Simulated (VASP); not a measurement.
A run of VASP 6.6.1:

The input INCAR:

```
SYSTEM = Ir
PREC     = Accurate       ! precision mode
ENCUT    = 520            ! plane-wave cutoff, eV
EDIFF    = 1E-6           ! SCF threshold, eV
ISMEAR   = -1             ! smearing method
SIGMA    = 0.1            ! smearing width, eV
LREAL    = .FALSE.        ! projectors in reciprocal space
LASPH    = .TRUE.         ! aspherical terms in the spheres
NELM     = 80             ! most SCF steps
ALGO     = Normal         ! electronic algorithm
ISIF     = 2              ! what is computed and relaxed
LWAVE    = .FALSE.        ! write WAVECAR
LCHARG   = .TRUE.         ! write CHGCAR
GGA      = PE             ! functional
IVDW     = 12             ! dispersion correction
LELF     = .TRUE.         ! ELF
LVHAR    = .TRUE.       
NBANDS   = 10             ! bands
```

Contents of KPOINTS:

```
Automatic mesh
0
G
  13 13 13
  0 0 0
```

File POSCAR:

```
Ir
1.0
    0.0000000000      1.9490670115      1.9490670115
    1.9490670115      0.0000000000      1.9490670115
    1.9490670115      1.9490670115      0.0000000000
Ir
1
Direct
    0.0000000000      0.0000000000      0.0000000000
```

Potentials or basis: VASP PAW PBE potentials, release 64 (Ir).

The run is started by

```sh
$ cat potpaw_PBE.64/Ir/POTCAR > POTCAR
$ mpirun -np 1 vasp_std > vasp.out
```

Hardware: 1 thread of AMD EPYC 7R13 (shared host).

**Question.** Estimate the wall time of this run.

**Answer.** It took 29 s on 1 thread of AMD EPYC 7R13 (shared host), peak memory 0.13 GiB. Counts: scf iterations 11, k points 84.
